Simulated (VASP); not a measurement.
Wanted: the native input for a VASP 6.6.1 run.

- Task: single point
- Functional: PBE
- Potentials or basis: VASP PAW PBE potentials, release 64 (Mg, W_sv)
- Cutoff: 520 eV
- k mesh: 4 × 4 × 4
- Occupations: gaussian, width 0.1 eV
- Spin: no spin polarisation
- Dipole correction: no
- Further INCAR settings: ALGO = Normal; EDIFF = 1e-06; NBANDS = 18

The structure of Mg3W lies in POSCAR:

```
Mg3W
1.0
    4.1279820817      0.0000000000      0.0000000000
    0.0000000000      4.1279820817      0.0000000000
    0.0000000000      0.0000000000      4.1279820817
Mg W
3 1
Direct
    0.0000000000      0.5000000000      0.5000000000
    0.5000000000      0.0000000000      0.5000000000
    0.5000000000      0.5000000000      0.0000000000
    0.0000000000      0.0000000000      0.0000000000
```

One way to write it, as run:

INCAR

```
PREC = Accurate
ENCUT = 520
EDIFF = 1E-6
ISMEAR = 0
SIGMA = 0.1
LREAL = False
LASPH = True
NELM = 80
ALGO = Normal
ISIF = 2
LWAVE = False
LCHARG = False
GGA = PE
NBANDS = 18
```

KPOINTS

```
regular mesh
0
Gamma
  4 4 4
```

Potentials or basis: VASP PAW PBE potentials, release 64 (Mg, W_sv).

Command:

```console
$ cat potpaw_PBE.64/Mg/POTCAR potpaw_PBE.64/W_sv/POTCAR > POTCAR
$ mpirun -np 1 vasp_std > vasp.out
```

It gave:

```json
{
 "Pressure": "4.4 GPa",
 "Band gap on the k mesh": "zero (band 10 reaches 5.18 eV, above the bottom of band 11 at 4.15 eV)"
}
```

Caveat: the k points lie up to 0.38 Å⁻¹ apart; spin-orbit coupling is left out, which moves the levels of the heavy elements.

Wall time 8.1 s on 1 thread of AMD EPYC 9R45 96-Core Processor (Zen 5), with other jobs on the host, peak memory 0.15 GiB.
